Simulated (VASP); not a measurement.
Wanted: the native input for a VASP 6.6.1 run.

| Quantity | Value |
| --- | --- |
| Task | single point |
| Functional | PBE |
| Potentials or basis | VASP PAW PBE potentials, release 64 (Ti_sv, O) |
| Cutoff | 520 eV |
| k mesh | 10 × 10 × 10 |
| Occupations | fermi-dirac, width 0.02 eV |
| Spin | no spin polarisation |
| Dipole correction | no |
| Further INCAR settings | ALGO = Normal; EDIFF = 1e-07; NBANDS = 19 |

The structure of TiO2 lies in POSCAR:

```
TiO2
1.0
    0.0000000000      2.3556018291      2.3968272579
    2.3556018291      0.0000000000      2.3968272579
    2.3556018291      2.3556018291      0.0000000000
Ti O
1 2
Direct
    0.0000000000      0.0000000000      0.0000000000
    0.2500000000      0.2500000000      0.2500000000
    0.7500000000      0.7500000000      0.7500000000
```

This cell differs from its parent crystal: biaxial xy strain -1.7%.

The input as run:

INCAR

```
SYSTEM = TiO2
PREC = Accurate ; ENCUT = 520
EDIFF = 1E-7 ; ISMEAR = -1
SIGMA = 0.02 ; LREAL = .FALSE.
LASPH = .TRUE. ; NELM = 100
ALGO = Normal ; ISIF = 2
LWAVE = .FALSE. ; LCHARG = .FALSE.
GGA = PE ; NBANDS = 19
```

KPOINTS

```
Automatic mesh
0
G
  10 10 10
  0 0 0
```

Potentials or basis: VASP PAW PBE potentials, release 64 (Ti_sv, O).

Launch:

```bash
$ cat potpaw_PBE.64/Ti_sv/POTCAR potpaw_PBE.64/O/POTCAR > POTCAR
$ mpirun -np 1 vasp_std > vasp.out
```

It gave:

```yaml
Pressure: 17.1 GPa
Band_gap_on_the_k_mesh: 1.03 eV, indirect (least direct gap 1.77 eV)
```

Caveat: the cell differs from its parent crystal (biaxial xy strain -1.7%).

Wall time 73 s on 1 thread of Intel(R) Xeon(R) Platinum 8259CL CPU @ 2.50GHz (Skylake/Cascade Lake), on a shared host, peak memory 0.19 GiB.
